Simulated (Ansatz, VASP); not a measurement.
## One calculation of Si4H26C5O5, two programs

```
CELL_PARAMETERS angstrom
8.76338 0.00000 0.00000
0.00000 8.76338 0.00000
0.00000 0.00000 8.76338
ATOMIC_POSITIONS crystal
Si 0.44773 0.51249 0.33577
Si 0.68176 0.29358 0.70083
Si 0.92821 0.65415 0.03997
Si 0.88372 0.20046 0.22559
H 0.57247 0.44932 0.23725
H 0.37389 0.38325 0.41965
H 0.51452 0.61998 0.45034
H 0.33115 0.59293 0.24050
H 0.76426 0.44129 0.67511
H 0.53455 0.32922 0.78009
H 0.65157 0.21988 0.55090
H 0.77763 0.19353 0.80059
H 0.96777 0.52899 0.93167
H 0.76016 0.65089 0.07077
H 0.01212 0.63199 0.18662
H 0.96924 0.80497 0.97187
H 0.83177 0.30164 0.09833
H 0.94279 0.29633 0.35346
H 0.75187 0.10787 0.28181
H 0.00650 0.09628 0.16959
H 0.06752 0.71209 0.49408
H 0.04682 0.49533 0.48353
H 0.61267 0.72842 0.74680
H 0.65538 0.87604 0.89824
H 0.22956 0.15311 0.44433
H 0.26901 0.95336 0.37280
H 0.45471 0.12452 0.22558
H 0.53298 0.09711 0.02521
H 0.22157 0.39526 0.84677
H 0.26136 0.18408 0.81970
O 0.15221 0.58558 0.66977
O 0.54191 0.94742 0.70755
O 0.09675 0.97977 0.52674
O 0.44802 0.91015 0.13284
O 0.26889 0.26777 0.03605
C 0.08806 0.59795 0.54751
C 0.60340 0.85033 0.78487
C 0.19853 0.02909 0.44666
C 0.47823 0.04517 0.12821
C 0.24944 0.28293 0.89931
```

Alike in both runs: functional PBE; dispersion D3(BJ); k mesh 1 × 1 × 1; occupations fermi-dirac, width 0.02 eV; no spin polarisation.

Ansatz relaxed the structure, and its values are those at the end. VASP's run is a single point on that final structure, the one shown.

```csv
,VASP,Ansatz
version,VASP 6.6.1,Ansatz 0.2.0
potentials or method,"VASP PAW PBE potentials, release 64 (Si, H, O, C), cutoff 520 eV","scalar-relativistic, plane waves, PAW"
valence electrons in the cell,92,92
```

```tsv
	VASP	Ansatz	Ansatz less VASP
gap on the k mesh at the Fermi level (eV)	3.20	3.20	+0.005
rms of the force components (eV/Å)	0.133	0.068	-0.0651
```

One of these differences is far larger than is usual between the two programs; its cause wasn't traced. Ansatz's warnings: xc potential rough in thin density.

Noted on VASP's run: the standard files for N, O and F lose accuracy on very short bonds.
